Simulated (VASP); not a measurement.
A run of VASP 6.6.1 is set up as follows.

File INCAR:

```
SYSTEM = Li2ZrO2
ALGO = Normal
EDIFF = 1E-6
ENCUT = 520
GGA = PE
ISIF = 2
ISMEAR = 0
LASPH = .True.
LCHARG = .False.
LREAL = .False.
LWAVE = .False.
NBANDS = 23
NELM = 80
PREC = Accurate
SIGMA = 0.1
```

File KPOINTS:

```
k-points
0
Gamma
  6 6 4
  0 0 0
```

Contents of POSCAR:

```
Li2ZrO2
1.0
    4.0824083078      0.0000000027      0.0000000000
   -2.0412041563      3.5354693018      0.0000000000
    0.0000000000      0.0000000000      3.7460609241
Li Zr O
2 1 2
Direct
    0.3333333333      0.6666666667      0.7849573461
    0.6666666667      0.3333333333      0.7849573461
    0.0000000000      0.0000000000      0.2849556333
    0.3333333333      0.6666666667      0.2849521472
    0.6666666667      0.3333333333      0.2849521472
```

Potentials or basis: VASP PAW PBE potentials, release 64 (Li_sv, Zr_sv, O).

The run is started by

```console
$ cat potpaw_PBE.64/Li_sv/POTCAR potpaw_PBE.64/Zr_sv/POTCAR potpaw_PBE.64/O/POTCAR > POTCAR
$ mpirun -np 1 vasp_std > vasp.out
```

Estimate the band gap on the k mesh.

zero (band 15 reaches 6.95 eV, above the bottom of band 16 at 6.62 eV).

Caveat: the k points lie up to 0.42 Å⁻¹ apart.
